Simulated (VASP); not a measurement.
# BN (Qingsongite) (F-43m) in VASP: further runs

The runs below take BN (Qingsongite) through single point, with PBEsol.

All numbers are computed with VASP 6.6.1; they aren't measurements. Logs are shortened: lines on timing, memory, paths and dates and some standing lists are left out, and cuts for length are marked.

## Step 1: The cell of the first run

The structure is cubic, space group F-43m (No. 216). The conventional cell has a = 3.464 Å, b = 3.464 Å, c = 3.464 Å, α = 90.00°, β = 90.00°, γ = 90.00°. B (site symmetry -43m) has 4 N at 1.50 Å within 2.0 Å. N (site symmetry -43m) has 4 B at 1.50 Å within 2.0 Å.

## Step 2: Single point, PBEsol

INCAR reads:

```
SYSTEM = BN
ALGO = Normal ; EDIFF = 1E-6
ENCUT = 520 ; GGA = PS
ISIF = 2 ; ISMEAR = 0
LASPH = .True. ; LCHARG = .False.
LREAL = .False. ; LWAVE = .False.
NBANDS = 11 ; NELM = 80
PREC = Accurate ; SIGMA = 0.01
```

KPOINTS reads:

```
k-points
0
Gamma
  10 10 10
  0 0 0
```

POSCAR reads:

```
BN
1.0
    0.0000000000      1.7320982783      1.7320982783
    1.7320982783      0.0000000000      1.7320982783
    1.7320982783      1.7320982783      0.0000000000
B N
1 1
Direct
    0.0000000000      0.0000000000      0.0000000000
    0.2500000000      0.2500000000      0.2500000000
```

Potentials or basis: VASP PAW PBE potentials, release 64 (B, N).

Command:

```
$ cat potpaw_PBE.64/B/POTCAR potpaw_PBE.64/N/POTCAR > POTCAR
$ mpirun -np 1 vasp_std > vasp.out
```

OUTCAR:

```text
SYSTEM = BN
   EDIFF = 1E-6
   ENCUT = 520
   GGA = PS
   ISIF = 2
   ISMEAR = 0
   LASPH = .True.
   LREAL = .False.
   NELM = 80
   PREC = Accurate

 ion  position               nearest neighbor table
   1  0.000  0.000  0.000-   2 1.50   2 1.50   2 1.50   2 1.50
   2  0.250  0.250  0.250-   1 1.50   1 1.50   1 1.50   1 1.50

  LATTYP: Found a face centered cubic cell.
 ALAT       =     3.4641965566

  Lattice vectors:

 A1 = (   0.0000000000,   1.7320982783,   1.7320982783)
 A2 = (   1.7320982783,   0.0000000000,   1.7320982783)
 A3 = (   1.7320982783,   1.7320982783,   0.0000000000)

Analysis of symmetry for initial positions (statically):
=====================================================================
 Subroutine PRICEL returns:
 Original cell was already a primitive cell.

 Routine SETGRP: Setting up the symmetry group for a
 face centered cubic supercell.

 Subroutine GETGRP returns: Found 24 space group operations
 (whereof 24 operations were pure point group operations)
 out of a pool of 48 trial point group operations.

The static configuration has the point symmetry T_d .

Analysis of symmetry for dynamics (positions and initial velocities):
=====================================================================
 Subroutine PRICEL returns:
 Original cell was already a primitive cell.

 Routine SETGRP: Setting up the symmetry group for a
 face centered cubic supercell.

 Subroutine GETGRP returns: Found 24 space group operations
 (whereof 24 operations were pure point group operations)
 out of a pool of 48 trial point group operations.

The dynamic configuration has the point symmetry T_d .

 Subroutine INISYM returns: Found 24 space group operations
 (whereof 24 operations are pure point group operations),
 and found     1 'primitive' translations

----------------------------------------------------------------------------------------

                                     Primitive cell

  volume of cell :      10.3932

  direct lattice vectors                    reciprocal lattice vectors
     0.000000000  1.732098278  1.732098278    -0.288667223  0.288667223  0.288667223
     1.732098278  0.000000000  1.732098278     0.288667223 -0.288667223  0.288667223
     1.732098278  1.732098278  0.000000000     0.288667223  0.288667223 -0.288667223

  length of vectors
     2.449556877  2.449556877  2.449556877     0.499986297  0.499986297  0.499986297

  position of ions in fractional coordinates (direct lattice)
     0.000000000  0.000000000  0.000000000
     0.250000000  0.250000000  0.250000000

  ion indices of the primitive-cell ions
   primitive index   ion index
                 1           1
                 2           2

----------------------------------------------------------------------------------------

 KPOINTS: k-points

Automatic generation of k-mesh.
 Grid dimensions read from file:
 generate k-points for:   10   10   10

 Generating k-lattice:

  Cartesian coordinates                     Fractional coordinates (reciprocal lattice)
    -0.028866722  0.028866722  0.028866722     0.100000000  0.000000000  0.000000000
     0.028866722 -0.028866722  0.028866722     0.000000000  0.100000000  0.000000000
     0.028866722  0.028866722 -0.028866722     0.000000000  0.000000000  0.100000000

  Length of vectors
     0.049998630  0.049998630  0.049998630

  Shift w.r.t. Gamma in fractional coordinates (k-lattice)
     0.000000000  0.000000000  0.000000000

 Subroutine IBZKPT returns following result:
 ===========================================

 Found     47 irreducible k-points:

 Following reciprocal coordinates:
            Coordinates               Weight
  0.000000  0.000000  0.000000      1.000000
  0.100000  0.000000  0.000000      8.000000
  0.200000  0.000000  0.000000      8.000000
  0.300000  0.000000  0.000000      8.000000
  0.400000  0.000000  0.000000      8.000000
  0.500000  0.000000  0.000000      4.000000
[... 16 lines left out ...]
  0.300000  0.300000  0.000000      6.000000
  0.400000  0.300000  0.000000     24.000000
 [... further k-points ...]
   k-points           NKPTS =     47   k-points in BZ     NKDIM =     47   number of bands    NBANDS=     11
   number of dos      NEDOS =    301   number of ions     NIONS =      2
   total plane-waves  NPLWV =   5832
   dimension x,y,z NGX =    18 NGY =   18 NGZ =   18
   dimension x,y,z NGXF=    36 NGYF=   36 NGZF=   36
   ions per type =               1   1
   NGX,Y,Z   is equivalent  to a cutoff of  12.22, 12.22, 12.22 a.u.
   NGXF,Y,Z  is equivalent  to a cutoff of  24.43, 24.43, 24.43 a.u.
 SYSTEM =  BN
   PREC   = accura    normal or accurate (medium, high low for compatibility)
   ISTART =      0    job   : 0-new  1-cont  2-samecut
   ICHARG =      2    charge: 1-file 2-atom 10-const
   ISPIN  =      1    spin polarized calculation?
   LNONCOLLINEAR =      F non collinear calculations
   LSORBIT =      F    spin-orbit coupling
   LASPH  =      T    aspherical Exc in radial PAW
   ENCUT  =  520.0 eV  38.22 Ry    6.18 a.u.   4.55  4.55  4.55*2*pi/ulx,y,z
   NELM   =     80;   NELMIN=  2; NELMDL= -5     # of ELM steps
   EDIFF  = 0.1E-05   stopping-criterion for ELM
   LREAL  =      F    real-space projection
   EDIFFG = 0.1E-04   stopping-criterion for IOM
   NSW    =      0    number of steps for IOM
   IBRION =     -1    ionic relax: 0-MD 1-quasi-New 2-CG
   NFREE  =      0    steps in history (QN), initial steepest desc. (CG)
   ISIF   =      2    stress and relaxation
   ISYM   =      2    0-nonsym 1-usesym 2-fastsym
   POTIM  = 0.5000    time-step for ionic-motion
   TEBEG  =    0.0;   TEEND  =   0.0 temperature during run
   PSTRESS=    0.0 pullay stress
   NELECT =       8.0000    total number of electrons
   NUPDOWN=      -1.0000    fix difference up-down
   EMIN   =  10.00;   EMAX   =-10.00  energy-range for DOS
   EFERMI =   0.00;   METHOD = LEGACY
   ISMEAR =     0;   SIGMA  =   0.01  broadening in eV -4-tet -1-fermi 0-gaus
   EFERMI_NEDOS =   21; number of points for ismear=-14 and -15
   IALGO  =     38    algorithm
   IMIX   =      4    mixing-type and parameters
     AMIX     =   0.40;   BMIX     =  1.00
     AMIX_MAG =   1.60;   BMIX_MAG =  1.00
  volume/ion in A,a.u.               =       5.20        35.07
  Fermi-wavevector in a.u.,A,eV,Ry     =   1.500338  2.835227 30.626886  2.251013
  Thomas-Fermi vector in A             =   2.611851
   LORBIT       =      0    0 simple, 1 ext, 2 COOP (PROOUT), +10 PAW based schemes
   GGA     = PS    functional components
   LHFCALC =     F    Hartree Fock is set to
   AEXX    =    0.0000 exact exchange contribution
   IVDW    =     0    specifies the selected vdW correction
   LEPSILON=     F    determine dielectric tensor
   LRPA    =     F    only Hartree local field effects (RPA)
 non-spin polarized calculation
 Gauss-broadening in eV      SIGMA  =   0.01
  energy-cutoff  :      520.00
  volume of cell :       10.39
 maximum number of plane-waves:       292
   NGX =  9   NGY =  9   NGZ =  9

 number of electron       7.9999997 magnetization

 Free energy of the ion-electron system (eV)
  ---------------------------------------------------
  ext. energy  EPLUGINS =         0.00000000
  ---------------------------------------------------
  free energy    TOTEN  =       -18.12015871 eV

  energy without entropy =      -18.12015871  energy(sigma->0) =      -18.12015871

 E-fermi :   9.1516     XC(G=0): -13.6514

 val. band max:        9.0218737985   @ k =   0.0000   0.0000   0.0000
 cond. band min:      13.4224567962   @ k =   0.5000   0.5000   0.0000
 fundamental gap:      4.4005829977
 Fermi energy:         9.1516048684

 k-point     1 :       0.0000    0.0000    0.0000
  band No.  band energies     occupation
      1     -12.7637      2.00000
      2       9.0219      2.00000
      3       9.0219      2.00000
      4       9.0219      2.00000
      5      18.3849      0.00000
      6      18.3849      0.00000
      7      18.3849      0.00000
      8      21.4327      0.00000
      9      36.0023      0.00000
     10      38.3316      0.00000
     11      38.3316      0.00000

 k-point     2 :       0.1000    0.0000    0.0000
  band No.  band energies     occupation
      1     -12.4939      2.00000
      2       7.6230      2.00000
      3       8.7270      2.00000
      4       8.7270      2.00000
      5      18.8295      0.00000
      6      18.8295      0.00000
      7      18.8758      0.00000
      8      22.1304      0.00000
      9      35.1650      0.00000
     10      35.3523      0.00000
     11      35.3523      0.00000

 k-point     3 :       0.2000    0.0000    0.0000
  band No.  band energies     occupation
      1     -11.6962      2.00000
      2       4.6269      2.00000
      3       8.0723      2.00000
      4       8.0723      2.00000
      5      19.6135      0.00000
      6      19.7245      0.00000
      7      19.7245      0.00000
      8      23.6047      0.00000
      9      33.7510      0.00000
     10      33.7510      0.00000
     11      34.0919      0.00000

 k-point     4 :       0.3000    0.0000    0.0000
  band No.  band energies     occupation
      1     -10.4197      2.00000
      2       1.3436      2.00000
      3       7.4182      2.00000
      4       7.4182      2.00000
      5      20.2462      0.00000
      6      20.2992      0.00000
      7      20.2992      0.00000
      8      24.7210      0.00000
      9      33.7588      0.00000
     10      34.1499      0.00000
     11      34.1499      0.00000

 k-point     5 :       0.4000    0.0000    0.0000
  band No.  band energies     occupation
      1      -8.8470      2.00000
      2      -1.5520      2.00000
      3       6.9721      2.00000
      4       6.9721      2.00000
      5      20.3774      0.00000
      6      20.3774      0.00000
      7      20.6856      0.00000
      8      25.2406      0.00000
      9      33.9864      0.00000
     10      36.1953      0.00000
     11      36.1953      0.00000
[... 211 lines left out ...]
 k-point    21 :      -0.3000    0.2000    0.0000
  band No.  band energies     occupation
      1      -8.5530      2.00000
      2      -0.0288      2.00000
      3       3.4500      2.00000
      4       6.6452      2.00000
      5      19.3596      0.00000
      6      21.9581      0.00000
      7      22.9156      0.00000
      8      25.6240      0.00000
      9      32.1406      0.00000
     10      32.4439      0.00000
     11      38.3788      0.00000

 k-point    22 :      -0.2000    0.2000    0.0000
  band No.  band energies     occupation
      1      -9.9978      2.00000
      2       2.2568      2.00000
      3       4.1892      2.00000
      4       7.5468      2.00000
      5      20.3900      0.00000
      6      20.8108      0.00000
      7      21.6704      0.00000
      8      24.5079      0.00000
      9      31.1261      0.00000
     10      32.7910      0.00000
     11      38.4707      0.00000

 k-point    23 :       0.3000    0.3000    0.0000
  band No.  band energies     occupation
      1      -9.6573      2.00000
      2       3.4956      2.00000
      3       4.8097      2.00000
      4       4.8097      2.00000
      5      15.4239      0.00000
      6      20.4841      0.00000
      7      25.1996      0.00000
      8      25.1996      0.00000
      9      29.6206      0.00000
     10      39.1811      0.00000
     11      42.7985      0.00000

 k-point    24 :       0.4000    0.3000    0.0000
  band No.  band energies     occupation
      1      -8.4980      2.00000
      2       1.6930      2.00000
      3       3.8865      2.00000
      4       4.3499      2.00000
      5      15.3236      0.00000
      6      20.2983      0.00000
      7      26.1493      0.00000
      8      26.1940      0.00000
      9      30.6628      0.00000
     10      38.8275      0.00000
     11      42.8683      0.00000

 [... further k-points ...]

------------------------ aborting loop because EDIFF is reached ----------------------------------------

  FORCE on cell =-STRESS in cart. coord.  units (eV):
  Direction    XX          YY          ZZ          XY          YZ          ZX
  --------------------------------------------------------------------------------------
  -------------------------------------------------------------------------------------
  Total        3.8082010      3.8082010      3.8082010      0.0000000     -0.0000000     -0.0000000
  in kB      587.0605053    587.0605053    587.0605053      0.0000000     -0.0000000     -0.0000000
  external PRESSURE =     587.0605053 kB  Pullay stress =       0.0000000 kB

 VOLUME and BASIS-vectors are now :
 -----------------------------------------------------------------------------
  energy-cutoff  :      520.00
  volume of cell :       10.39
      direct lattice vectors                 reciprocal lattice vectors
     0.000000000  1.732098278  1.732098278    -0.288667223  0.288667223  0.288667223
     1.732098278  0.000000000  1.732098278     0.288667223 -0.288667223  0.288667223
     1.732098278  1.732098278  0.000000000     0.288667223  0.288667223 -0.288667223

 POSITION                                       TOTAL-FORCE (eV/Angst)
 -----------------------------------------------------------------------------------
      0.00000      0.00000      0.00000        -0.000000     -0.000000     -0.000000
      0.86605      0.86605      0.86605         0.000000      0.000000      0.000000
 -----------------------------------------------------------------------------------
    total drift:                                0.000000      0.000000     -0.000000

  FREE ENERGIE OF THE ION-ELECTRON SYSTEM (eV)
  ---------------------------------------------------
  free  energy   TOTEN  =       -18.1201587059 eV

  energy  without entropy=      -18.1201587059  energy(sigma->0) =      -18.12015871
```

Run time: 2.3 s. Hardware: 1 thread of Intel Xeon 6975P-C (Granite Rapids), shared host; peak memory 0.11 GiB.

Results:

```
Free energy            : -18.1202 eV
Pressure               : 58.7 GPa
Band gap on the k mesh : 4.40 eV, indirect (least direct gap 9.36 eV)
```

Caveat: the PAW data sets were made with another functional, which shifts forces and pressure a little.

## Step 3: Single point, PBEsol

This run uses another cell than the first one, of 5.43 Å³/atom, 1.045 times its volume.

INCAR reads:

```
SYSTEM = BN
PREC = Accurate
ENCUT = 520
EDIFF = 1E-6
ISMEAR = 0
SIGMA = 0.01
LREAL = .False.
LASPH = .True.
NELM = 100
ALGO = Normal
ISIF = 2
LWAVE = .False.
LCHARG = .False.
GGA = PS
NBANDS = 11
```

KPOINTS reads:

```
regular mesh
0
Gamma
  10 10 10
  0 0 0
```

POSCAR reads:

```
BN
1.0
    0.0000000000      1.7579543034      1.7579543034
    1.7579543034      0.0000000000      1.7579543034
    1.7579543034      1.7579543034      0.0000000000
B N
1 1
Direct
    0.0000000000      0.0000000000      0.0000000000
    0.2500000000      0.2500000000      0.2500000000
```

Potentials or basis: VASP PAW PBE potentials, release 64 (B, N).

Command:

```
$ cat potpaw_PBE.64/B/POTCAR potpaw_PBE.64/N/POTCAR > POTCAR
$ mpirun -np 1 vasp_std > vasp.out
```

Run time: 2.4 s. Hardware: 1 thread of Intel Xeon 6975P-C (Granite Rapids), shared host; peak memory 0.11 GiB.

It converged, with:

```
Free energy            : -18.2571 eV
Pressure               : 34.4 GPa
Band gap on the k mesh : 4.36 eV, indirect (least direct gap 9.15 eV)
```

Levels at points of the mesh, in eV from the valence-band top:
```tsv
k point	band 1	band 2	band 3	band 4	band 5	band 6	band 7	band 8	band 9
(0.00, 0.00, 0.00)	-21.24	0.00	0.00	0.00	9.15	9.15	9.15	11.65	26.11
(0.50, 0.00, 0.00)	-16.56	-11.57	-2.11	-2.11	11.07	11.07	11.20	15.92	24.44
(0.50, 0.50, 0.00)	-15.06	-9.53	-5.37	-5.37	4.36	9.55	19.19	19.19	22.11
```

Caveat: the PAW data sets were made with another functional, which shifts forces and pressure a little. Expect the measured gap to be larger: semilocal functionals such as PBEsol lack the derivative discontinuity.

(Part 1 of 2 ends here.)
